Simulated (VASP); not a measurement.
# Be4H (P-1) in VASP: notebook

The runs below take Be4H through single point, with PBE.

All numbers are computed with VASP 6.6.1; they aren't measurements. Logs are shortened: lines on timing, memory, paths and dates and some standing lists are left out, and cuts for length are marked.

### 1 The cell of the first run

The typed cell holds 10 atoms: a = 2.224 Å, b = 3.826 Å, c = 9.810 Å, α = 98.29°, β = 96.13°, γ = 90.01°.

### 2 Single point, PBE

INCAR

```
PREC = Accurate ; ENCUT = 520
EDIFF = 1E-7 ; ISMEAR = 0
SIGMA = 0.1 ; LREAL = False
LASPH = True ; NELM = 100
ALGO = Normal ; ISIF = 2
LWAVE = False ; LCHARG = False
GGA = PE ; NBANDS = 20
```

KPOINTS

```
regular mesh
0
Gamma
  8 4 2
```

POSCAR

```
Be4H
1.0
    2.2243024946      0.0000000000      0.0000000000
   -0.0007712463      3.8257698448      0.0000000000
   -1.0476344551     -1.4143080842      9.6507278953
Be H
8 2
Direct
    0.6173671564      0.4814548513      0.7179003658
    0.1140551797      0.9876166370      0.7108015740
    0.7958107162      0.6169445372      0.0972525959
    0.2933227844      0.1170019650      0.0918992774
    0.3826328436      0.5185451487      0.2820996342
    0.8859448203      0.0123833630      0.2891984260
    0.2041892838      0.3830554628      0.9027474041
    0.7066772156      0.8829980350      0.9081007226
    0.4269846599      0.2178231504      0.3766603279
    0.5730153401      0.7821768496      0.6233396721
```

Potentials or basis: VASP PAW PBE potentials, release 64 (Be, H).

Run with:

```console
> cat potpaw_PBE.64/Be/POTCAR potpaw_PBE.64/H/POTCAR > POTCAR
> mpirun -np 1 vasp_std > vasp.out
```

OUTCAR:

```text
PREC = Accurate
   ENCUT = 520
   EDIFF = 1E-7
   ISMEAR = 0
   LREAL = False
   LASPH = True
   NELM = 100
   ISIF = 2
   GGA = PE

 ion  position               nearest neighbor table
   1  0.617  0.481  0.718-  10 1.58   2 2.18   2 2.19   7 2.20   7 2.20   8 2.23   2 2.24   2 2.24

   2  0.114  0.988  0.711-  10 1.54  10 1.55   1 2.18   1 2.19   7 2.23   1 2.24   1 2.24   8 2.31
                             8 2.31
   3  0.796  0.617  0.097-   5 2.20   5 2.20   4 2.21   4 2.21   4 2.22   4 2.22   6 2.23   8 2.23
                             7 2.27   7 2.27
   4  0.293  0.117  0.092-   8 2.19   8 2.19   3 2.21   3 2.21   3 2.22   3 2.22   5 2.23   7 2.23
                             6 2.31   6 2.31
   5  0.383  0.519  0.282-   9 1.58   6 2.18   6 2.19   3 2.20   3 2.20   4 2.23   6 2.24   6 2.24

   6  0.886  0.012  0.289-   9 1.54   9 1.55   5 2.18   5 2.19   3 2.23   5 2.24   5 2.24   4 2.31
                             4 2.31
   7  0.204  0.383  0.903-   1 2.20   1 2.20   8 2.21   8 2.21   8 2.22   8 2.22   2 2.23   4 2.23
                             3 2.27   3 2.27
   8  0.707  0.883  0.908-   4 2.19   4 2.19   7 2.21   7 2.21   7 2.22   7 2.22   1 2.23   3 2.23
                             2 2.31   2 2.31
   9  0.427  0.218  0.377-   6 1.54   6 1.55   5 1.58
  10  0.573  0.782  0.623-   2 1.54   2 1.55   1 1.58

  LATTYP: Found a triclinic cell.
 ALAT       =    10.0025422392
 B/A-ratio  =     0.3824797568
 C/A-ratio  =     0.2223737167
 COS(alpha) =     0.0002015924
 COS(beta)  =     0.1048139239
 COS(gamma) =     0.2411060113

  Lattice vectors:

 A1 = (  -1.0484057014,   2.4114617606,   9.6507278953)
 A2 = (  -0.0007712463,   3.8257698448,   0.0000000000)
 A3 = (  -2.2243024946,   0.0000000000,   0.0000000000)

Analysis of symmetry for initial positions (statically):
=====================================================================
 Subroutine PRICEL returns:
 Original cell was already a primitive cell.

 Routine SETGRP: Setting up the symmetry group for a
 triclinic supercell.

 Subroutine GETGRP returns: Found  2 space group operations
 (whereof  2 operations were pure point group operations)
 out of a pool of  2 trial point group operations.

The static configuration has the point symmetry S_2 .

Analysis of symmetry for dynamics (positions and initial velocities):
=====================================================================
 Subroutine PRICEL returns:
 Original cell was already a primitive cell.

 Routine SETGRP: Setting up the symmetry group for a
 triclinic supercell.

 Subroutine GETGRP returns: Found  2 space group operations
 (whereof  2 operations were pure point group operations)
 out of a pool of  2 trial point group operations.

The dynamic configuration has the point symmetry S_2 .

 Subroutine INISYM returns: Found  2 space group operations
 (whereof  2 operations are pure point group operations),
 and found     1 'primitive' translations

----------------------------------------------------------------------------------------

                                     Primitive cell

  volume of cell :      82.1245

  direct lattice vectors                    reciprocal lattice vectors
     2.224302495  0.000000000  0.000000000     0.449579139  0.000090632  0.048817331
    -0.000771246  3.825769845  0.000000000     0.000000000  0.261385300  0.038305851
    -1.047634455 -1.414308084  9.650727895     0.000000000  0.000000000  0.103619127

  length of vectors
     2.224302495  3.825769923  9.809911020     0.452221784  0.264177239  0.103619127

  position of ions in fractional coordinates (direct lattice)
     0.617367156  0.481454851  0.717900366
     0.114055180  0.987616637  0.710801574
     0.795810716  0.616944537  0.097252596
     0.293322784  0.117001965  0.091899277
     0.382632844  0.518545149  0.282099634
     0.885944820  0.012383363  0.289198426
     0.204189284  0.383055463  0.902747404
     0.706677216  0.882998035  0.908100723
     0.426984660  0.217823150  0.376660328
     0.573015340  0.782176850  0.623339672

  ion indices of the primitive-cell ions
   primitive index   ion index
                 1           1
                 2           2
                 3           3
                 4           4
                 5           5
                 6           6
                 7           7
                 8           8
                 9           9
                10          10

----------------------------------------------------------------------------------------

 KPOINTS: regular mesh

Automatic generation of k-mesh.
 Grid dimensions read from file:
 generate k-points for:    8    4    2

 Generating k-lattice:

  Cartesian coordinates                     Fractional coordinates (reciprocal lattice)
     0.056197392  0.000011329  0.006102166     0.125000000  0.000000000  0.000000000
     0.000000000  0.065346325  0.009576463     0.000000000  0.250000000  0.000000000
     0.000000000  0.000000000  0.051809564     0.000000000  0.000000000  0.500000000

  Length of vectors
     0.056527723  0.066044310  0.051809564

  Shift w.r.t. Gamma in fractional coordinates (k-lattice)
     0.000000000  0.000000000  0.000000000

 Subroutine IBZKPT returns following result:
 ===========================================

 Found     36 irreducible k-points:

 Following reciprocal coordinates:
            Coordinates               Weight
  0.000000  0.000000  0.000000      1.000000
  0.125000 -0.000000  0.000000      2.000000
  0.250000 -0.000000  0.000000      2.000000
  0.375000  0.000000 -0.000000      2.000000
  0.500000 -0.000000  0.000000      1.000000
  0.000000  0.250000  0.000000      2.000000
[... 16 lines left out ...]
  0.500000 -0.000000  0.500000      1.000000
  0.000000  0.250000  0.500000      2.000000
 [... further k-points ...]
   k-points           NKPTS =     36   k-points in BZ     NKDIM =     36   number of bands    NBANDS=     20
   number of dos      NEDOS =    301   number of ions     NIONS =     10
   total plane-waves  NPLWV =  40320
   dimension x,y,z NGX =    18 NGY =   28 NGZ =   80
   dimension x,y,z NGXF=    36 NGYF=   56 NGZF=  160
   ions per type =               8   2
   NGX,Y,Z   is equivalent  to a cutoff of  13.45, 12.17, 13.56 a.u.
   NGXF,Y,Z  is equivalent  to a cutoff of  26.91, 24.33, 27.11 a.u.
 SYSTEM =  unknown system
   PREC   = accura    normal or accurate (medium, high low for compatibility)
   ISTART =      0    job   : 0-new  1-cont  2-samecut
   ICHARG =      2    charge: 1-file 2-atom 10-const
   ISPIN  =      1    spin polarized calculation?
   LNONCOLLINEAR =      F non collinear calculations
   LSORBIT =      F    spin-orbit coupling
   LASPH  =      T    aspherical Exc in radial PAW
   ENCUT  =  520.0 eV  38.22 Ry    6.18 a.u.   4.14  7.11 18.24*2*pi/ulx,y,z
   NELM   =    100;   NELMIN=  2; NELMDL= -5     # of ELM steps
   EDIFF  = 0.1E-06   stopping-criterion for ELM
   LREAL  =      F    real-space projection
   EDIFFG = 0.1E-05   stopping-criterion for IOM
   NSW    =      0    number of steps for IOM
   IBRION =     -1    ionic relax: 0-MD 1-quasi-New 2-CG
   NFREE  =      0    steps in history (QN), initial steepest desc. (CG)
   ISIF   =      2    stress and relaxation
   ISYM   =      2    0-nonsym 1-usesym 2-fastsym
   POTIM  = 0.5000    time-step for ionic-motion
   TEBEG  =    0.0;   TEEND  =   0.0 temperature during run
   PSTRESS=    0.0 pullay stress
   NELECT =      18.0000    total number of electrons
   NUPDOWN=      -1.0000    fix difference up-down
   EMIN   =  10.00;   EMAX   =-10.00  energy-range for DOS
   EFERMI =   0.00;   METHOD = LEGACY
   ISMEAR =     0;   SIGMA  =   0.10  broadening in eV -4-tet -1-fermi 0-gaus
   EFERMI_NEDOS =   21; number of points for ismear=-14 and -15
   IALGO  =     38    algorithm
   IMIX   =      4    mixing-type and parameters
     AMIX     =   0.40;   BMIX     =  1.00
     AMIX_MAG =   1.60;   BMIX_MAG =  1.00
  volume/ion in A,a.u.               =       8.21        55.42
  Fermi-wavevector in a.u.,A,eV,Ry     =   0.987055  1.865264 13.255855  0.974278
  Thomas-Fermi vector in A             =   2.118481
   LORBIT       =      0    0 simple, 1 ext, 2 COOP (PROOUT), +10 PAW based schemes
   GGA     = PE    functional components
   LHFCALC =     F    Hartree Fock is set to
   AEXX    =    0.0000 exact exchange contribution
   IVDW    =     0    specifies the selected vdW correction
   LEPSILON=     F    determine dielectric tensor
   LRPA    =     F    only Hartree local field effects (RPA)
 non-spin polarized calculation
 Gauss-broadening in eV      SIGMA  =   0.10
  energy-cutoff  :      520.00
  volume of cell :       82.12
 maximum number of plane-waves:      2246
 NGX is ok and might be reduce to    18
   NGX =  9   NGY = 15   NGZ = 37

 number of electron      17.9999999 magnetization

 Free energy of the ion-electron system (eV)
  ---------------------------------------------------
  ext. energy  EPLUGINS =         0.00000000
  ---------------------------------------------------
  free energy    TOTEN  =       -35.52702227 eV

  energy without entropy =      -35.52275060  energy(sigma->0) =      -35.52488643

 E-fermi :   5.2425     XC(G=0):  -9.6638

 val. band max:        5.2292187643   @ k =   0.3750   0.5000   0.5000
 cond. band min:       5.2857232241   @ k =   0.3750   0.5000   0.0000
 fundamental gap:      0.0565044598
 Fermi energy:         5.2424806176

 k-point     1 :       0.0000    0.0000    0.0000
  band No.  band energies     occupation
      1      -6.2834      2.00000
      2      -5.5809      2.00000
      3      -4.5157      2.00000
      4      -2.2811      2.00000
      5      -0.8732      2.00000
      6       0.6366      2.00000
[... 12 lines left out ...]
     19      15.5743      0.00000
     20      15.6236      0.00000

 k-point     2 :       0.1250   -0.0000    0.0000
  band No.  band energies     occupation
      1      -5.9355      2.00000
      2      -5.2503      2.00000
      3      -4.1466      2.00000
      4      -1.9201      2.00000
      5      -0.4367      2.00000
      6       1.0732      2.00000
[... 12 lines left out ...]
     19      13.6959      0.00000
     20      14.5416      0.00000

 k-point     3 :       0.2500   -0.0000    0.0000
  band No.  band energies     occupation
      1      -4.8999      2.00000
      2      -4.2711      2.00000
      3      -3.0750      2.00000
      4      -0.8822      2.00000
      5       0.8302      2.00000
      6       2.3580      2.00000
[... 12 lines left out ...]
     19      12.5039      0.00000
     20      12.5688      0.00000

 k-point     4 :       0.3750    0.0000   -0.0000
  band No.  band energies     occupation
      1      -3.2233      2.00000
      2      -2.7265      2.00000
      3      -1.4658      2.00000
      4       0.5443      2.00000
      5       2.3608      2.00000
      6       2.6617      2.00000
[... 12 lines left out ...]
     19      11.7832      0.00000
     20      12.0819      0.00000

 k-point     5 :       0.5000   -0.0000    0.0000
  band No.  band energies     occupation
      1      -1.6087      2.00000
      2      -1.4111      2.00000
      3      -0.0721      2.00000
      4      -0.0540      2.00000
      5       1.4908      2.00000
      6       1.5002      2.00000
[... 12 lines left out ...]
     19      11.1450      0.00000
     20      11.3455      0.00000
[... 353 lines left out ...]
      6       2.3413      2.00000
[... 12 lines left out ...]
     19      12.5450      0.00000
     20      12.6663      0.00000

 k-point    22 :       0.3750    0.0000    0.5000
  band No.  band energies     occupation
      1      -3.1798      2.00000
      2      -2.8148      2.00000
      3      -1.3651      2.00000
      4       0.4430      2.00000
      5       2.3822      2.00000
      6       2.6462      2.00000
[... 12 lines left out ...]
     19      12.0406      0.00000
     20      12.1741      0.00000

 k-point    23 :       0.5000   -0.0000    0.5000
  band No.  band energies     occupation
      1      -1.6085      2.00000
      2      -1.4101      2.00000
      3      -0.0740      2.00000
      4      -0.0596      2.00000
      5       1.4970      2.00000
      6       1.5139      2.00000
[... 12 lines left out ...]
     19      11.1448      0.00000
     20      11.3263      0.00000

 k-point    24 :       0.0000    0.2500    0.5000
  band No.  band energies     occupation
      1      -5.7676      2.00000
      2      -5.4403      2.00000
      3      -3.9419      2.00000
      4      -2.4894      2.00000
      5      -1.6929      2.00000
      6      -0.8071      2.00000
[... 12 lines left out ...]
     19      15.1840      0.00000
     20      15.6972      0.00000

 [... further k-points ...]
[... 5 lines left out ...]
  --------------------------------------------------------------------------------------
  -------------------------------------------------------------------------------------
  Total        0.1258573      0.5476212     -0.4437977      0.0378090      0.2793045      0.0027774
  in kB        2.4553654     10.6836115     -8.6581059      0.7376199      5.4489876      0.0541850
  external PRESSURE =       1.4936237 kB  Pullay stress =       0.0000000 kB

 VOLUME and BASIS-vectors are now :
 -----------------------------------------------------------------------------
  energy-cutoff  :      520.00
  volume of cell :       82.12
      direct lattice vectors                 reciprocal lattice vectors
     2.224302495  0.000000000  0.000000000     0.449579139  0.000090632  0.048817331
    -0.000771246  3.825769845  0.000000000     0.000000000  0.261385300  0.038305851
    -1.047634455 -1.414308084  9.650727895     0.000000000  0.000000000  0.103619127

 POSITION                                       TOTAL-FORCE (eV/Angst)
 -----------------------------------------------------------------------------------
      0.62074      0.82660      6.92826        -0.001116      0.053551      0.022982
     -0.49173      2.77310      6.85975         0.002016     -0.040285      0.119867
      1.66776      2.22274      0.93856        -0.000558      0.040144      0.009556
      0.55607      0.31765      0.88689        -0.001284     -0.027585     -0.012371
      0.55515      1.58486      2.72247         0.001116     -0.053551     -0.022982
      1.66763     -0.36164      2.79098        -0.002016      0.040285     -0.119867
     -0.49187      0.18872      8.71217         0.000558     -0.040144     -0.009556
      0.61983      2.09381      8.76383         0.001284      0.027585      0.012371
      0.55497      0.30063      3.63505         0.004858      0.045213      0.022278
      0.62092      2.11083      6.01568        -0.004858     -0.045213     -0.022278
 -----------------------------------------------------------------------------------
    total drift:                                0.000000      0.000000     -0.000000

  FREE ENERGIE OF THE ION-ELECTRON SYSTEM (eV)
  ---------------------------------------------------
  free  energy   TOTEN  =       -35.5270222683 eV

  energy  without entropy=      -35.5227506005  energy(sigma->0) =      -35.52488643
```

Run time: 84 s. Hardware: 1 thread of Intel Xeon Platinum 8259CL at 2.50GHz (Skylake/Cascade Lake), shared host; peak memory 0.2 GiB.

What came out:

```yaml
Free_energy: -35.5270 eV
Pressure: 0.1 GPa
Largest_force: 0.126 eV/Å
Band_gap_on_the_k_mesh: zero (band 9 reaches 6.84 eV, above the bottom of band 10 at 3.64 eV)
```

Forces on the atoms (eV/Å):
```
Be  -0.001  0.054  0.023
Be   0.002 -0.040  0.120
Be  -0.001  0.040  0.010
Be  -0.001 -0.028 -0.012
Be   0.001 -0.054 -0.023
Be  -0.002  0.040 -0.120
Be   0.001 -0.040 -0.010
Be   0.001  0.028  0.012
H    0.005  0.045  0.022
H   -0.005 -0.045 -0.022
```

Stress tensor (GPa, compression positive):
```
 0.25  0.07  0.01
 0.07  1.07  0.54
 0.01  0.54 -0.87
```

Caveat: the k points lie up to 0.41 Å⁻¹ apart.

### 3 Single point, PBE

This run uses another cell than the first one, of 8.36 Å³/atom, 1.018 times its volume.

INCAR

```
PREC = Accurate ; ENCUT = 520
EDIFF = 1E-7 ; ISMEAR = 0
SIGMA = 0.1 ; LREAL = F
LASPH = T ; NELM = 60
ALGO = Normal ; ISIF = 2
LWAVE = F ; LCHARG = T
GGA = PE ; LELF = T
LVHAR = T ; NBANDS = 20
```

KPOINTS is that of step 2.

POSCAR

```
Be4H
1.0
    2.2249091776      0.0006189466     -0.0021052957
    0.0002931230      3.8393399875      0.0040301441
   -1.0574481380     -1.4094518529      9.7872283831
Be H
8 2
Direct
    0.6173583566      0.4826406630      0.7234837519
    0.1145222605      0.9869883480      0.7176049877
    0.7956516514      0.6180095641      0.0953745895
    0.2929781600      0.1170844833      0.0898590551
    0.3826416434      0.5173593370      0.2765162481
    0.8854777395      0.0130116520      0.2823950123
    0.2043483486      0.3819904359      0.9046254105
    0.7070218400      0.8829155167      0.9101409449
    0.4274519508      0.2183447686      0.3697676683
    0.5725480492      0.7816552314      0.6302323317
```

Potentials or basis: VASP PAW PBE potentials, release 64 (Be, H).

Run with:

```console
> cat potpaw_PBE.64/Be/POTCAR potpaw_PBE.64/H/POTCAR > POTCAR
> mpirun -np 1 vasp_std > vasp.out
```

Run time: 81 s. Hardware: 1 thread of Intel Xeon Platinum 8259CL at 2.50GHz (Skylake/Cascade Lake), shared host; peak memory 0.21 GiB.

The run converged. Its results:

* Free energy: -35.5344 eV
* Pressure: 0.1 GPa
* Largest force: 0.013 eV/Å
* Band gap on the k mesh: zero (band 9 reaches 6.67 eV, above the bottom of band 10 at 3.53 eV)

Forces on the atoms (eV/Å):
```
Be  -0.001  0.008 -0.010
Be   0.001  0.003  0.005
Be   0.000  0.003 -0.001
Be   0.000 -0.004  0.005
Be   0.001 -0.008  0.010
Be  -0.001 -0.003 -0.005
Be   0.000 -0.003  0.001
Be   0.000  0.004 -0.005
H    0.002  0.007  0.011
H   -0.002 -0.007 -0.011
```

Stress tensor (GPa, compression positive):
```
 0.11 -0.01 -0.02
-0.01  0.03 -0.04
-0.02 -0.04  0.28
```

Levels at points of the mesh, in eV from the Fermi level:
| k point | band 5 | band 6 | band 7 | band 8 | band 9 | band 10 | band 11 | band 12 | band 13 | band 14 |
| --- | --- | --- | --- | --- | --- | --- | --- | --- | --- | --- |
| (0.00, 0.00, 0.00) | -6.08 | -4.67 | -3.93 | -3.29 | -3.09 | 1.76 | 1.79 | 1.96 | 3.32 | 3.45 |
| (0.50, 0.00, 0.00) | -3.76 | -3.75 | -1.44 | -1.41 | 1.56 | 1.61 | 2.27 | 2.31 | 3.25 | 3.30 |
| (0.00, 0.50, 0.00) | -7.85 | -6.57 | -5.46 | -3.74 | -3.05 | -1.57 | 2.53 | 3.47 | 5.50 | 5.79 |
| (0.50, 0.50, 0.00) | -3.67 | -3.66 | -2.97 | -2.95 | 0.33 | 0.65 | 1.65 | 1.69 | 2.31 | 2.32 |
| (0.00, 0.00, 0.50) | -5.90 | -4.71 | -3.78 | -3.39 | -2.96 | 1.20 | 1.76 | 1.80 | 3.05 | 3.25 |
| (0.50, 0.00, 0.50) | -3.75 | -3.74 | -1.45 | -1.42 | 1.58 | 1.63 | 2.28 | 2.32 | 3.25 | 3.30 |
| (0.00, 0.50, 0.50) | -7.76 | -6.39 | -5.70 | -4.05 | -2.56 | -1.51 | 2.23 | 2.94 | 5.90 | 6.77 |
| (0.50, 0.50, 0.50) | -3.67 | -3.66 | -2.97 | -2.95 | 0.33 | 0.66 | 1.66 | 1.70 | 2.30 | 2.31 |

Caveat: the k points lie up to 0.41 Å⁻¹ apart.
